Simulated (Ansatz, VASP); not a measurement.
## Sn: VASP beside Ansatz

POSCAR

```
Sn
1.0
    0.0000000000      3.2333428000      3.2333428000
    3.2333428000      0.0000000000      3.2333428000
    3.2333428000      3.2333428000      0.0000000000
Sn
2
Direct
    0.7500000000      0.7500000000      0.7500000000
    0.5000000000      0.5000000000      0.5000000000
```

File INCAR.step1:

```
SYSTEM = Sn
  PREC = Accurate
  ENCUT = 520
  EDIFF = 1E-5
  ISMEAR = -1
  SIGMA = 0.05
  LREAL = .FALSE.
  LASPH = .TRUE.
  NELM = 100
  ALGO = Normal
  ISIF = 2
  LWAVE = .TRUE.
  LCHARG = .FALSE.
  NBANDS = 21
  GGA = PE
```

File INCAR.step2:

```
SYSTEM = Sn
  PREC = Accurate
  ENCUT = 520
  EDIFF = 1E-6
  ISMEAR = -1
  SIGMA = 0.05
  LREAL = .FALSE.
  LASPH = .TRUE.
  NELM = 100
  ALGO = Normal
  ISIF = 2
  LWAVE = .FALSE.
  LCHARG = .FALSE.
  GGA = PE
  LHFCALC = .TRUE.
  AEXX = 0.25
  HFSCREEN = 0.3
  PRECFOCK = Normal
  NBANDS = 21
  ISTART = 1
```

KPOINTS

```
Automatic mesh
0
G
  4 4 4
  0 0 0
```

The input input.yaml:

```yaml
crystal:
  lattice:
    - [0.0, 3.2333428, 3.2333428]
    - [3.2333428, 0.0, 3.2333428]
    - [3.2333428, 3.2333428, 0.0]
  atoms:
    - { symbol: Sn, position: [0.75, 0.75, 0.75] }
    - { symbol: Sn, position: [0.5, 0.5, 0.5] }
hamiltonian:
  xc: { exchange: pbe, correlation: pbe, exx: { coeff: 0.25, omega: 0.3 } }
  pseudopotentials: { kind: paw }
kpoints:
  mp_grid: { grid: [4, 4, 4] }
  band_path:
    path:
      - [[0.0, 0.0, 0.0], [0.5, 0.0, 0.5], [0.5, 0.25, 0.75], [0.375, 0.375, 0.75], [0.0, 0.0, 0.0], [0.5, 0.5, 0.5], [0.625, 0.25, 0.625], [0.5, 0.25, 0.75], [0.5, 0.5, 0.5], [0.375, 0.375, 0.75]]
      - [[0.625, 0.25, 0.625], [0.5, 0.0, 0.5]]
    npoints: 4
scf:
  occupations: { method: fermi_dirac, width: 0.05 }
  n_extra_bands: 6
output:
  forces: true
  stress: true
  eigenvalues: true
  fatbands: false
  write_density: true
  write_potential: true
  elf: true
  volumetric_format: npy
```

Alike in both runs: functional PBE-based screened hybrid; k mesh 4 × 4 × 4; occupations fermi-dirac, width 0.05 eV; no spin polarisation.

|  | VASP | Ansatz |
| --- | --- | --- |
| version | VASP 6.6.1 | Ansatz 0.2.0 |
| potentials or method | VASP PAW PBE potentials, release 64 (Sn_d) | Ansatz PAW |
| plane-wave cutoff (eV) | 520 | 420 |
| valence electrons in the cell | 28 | 28 |
| task | single point | band structure |

VASP gave:

| Property | Result |
| --- | --- |
| gap on the k mesh at the Fermi level (eV) | none |
| pressure (GPa) | 2.7 |

Estimate Ansatz's values.

gap on the k mesh at the Fermi level (eV): none; pressure (GPa): 2.8.

VASP's potentials were made for PBE, not for PBE-based screened hybrid. A gap of «none» marks a metal or a gap that the smearing closes.

The k mesh is coarse, so the values compare programs but aren't converged.
